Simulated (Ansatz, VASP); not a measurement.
# LiCl in VASP and in Ansatz

INCAR

```
  PREC = Accurate
  ENCUT = 520
  EDIFF = 1E-6
  ISMEAR = 0
  SIGMA = 0.05
  LREAL = F
  LASPH = T
  NELM = 60
  ALGO = Normal
  ISIF = 2
  LWAVE = F
  LCHARG = F
  GGA = PE
  NBANDS = 12
```

The input KPOINTS:

```
regular mesh
0
Gamma
  8 8 8
```

Contents of POSCAR:

```
LiCl
1.0
    0.0000000000      2.5006410000      2.6929980000
    2.5006410000      0.0000000000      2.6929980000
    2.5006410000      2.5006410000      0.0000000000
Li Cl
1 1
Direct
    0.0000000000      0.0000000000      0.0000000000
    0.5000000000      0.5000000000      0.5000000000
```

Input for Ansatz:

```yaml
crystal:
  lattice:
    - [0.0, 2.500641, 2.692998]
    - [2.500641, 0.0, 2.692998]
    - [2.500641, 2.500641, 0.0]
  atoms:
    - { symbol: Li, position: [0.0, 0.0, 0.0] }
    - { symbol: Cl, position: [0.5, 0.5, 0.5] }
basis:
  ecutwfc: 420
kpoints:
  mp_grid: { grid: [8, 8, 8] }
hamiltonian:
  xc: pbe
scf:
  occupations: { method: gaussian, width: 0.05 }
output:
  forces: true
  stress: true
  eigenvalues: true
```

Change from the starting cell: strain -0.025 along x and y, +0.050 along z, atoms carried along.

Alike in both runs: task single point; functional PBE; k mesh 8 × 8 × 8; occupations gaussian, width 0.05 eV; no spin polarisation.

|  | VASP | Ansatz |
| --- | --- | --- |
| version | VASP 6.6.1 | Ansatz 0.2.0 |
| potentials or method | VASP PAW PBE potentials, release 64 (Li_sv, Cl), cutoff 520 eV | scalar-relativistic, plane waves, PAW |
| valence electrons in the cell | 10 | 10 |

|  | VASP | Ansatz | Ansatz less VASP |
| --- | --- | --- | --- |
| gap on the k mesh at the Fermi level (eV) | 6.26 | 6.24 | -0.012 |
| least direct gap on the mesh (eV) | 6.26 | 6.24 | -0.012 |

Noted on VASP's run: the cutoff is short for stress, so the pressure is rough.
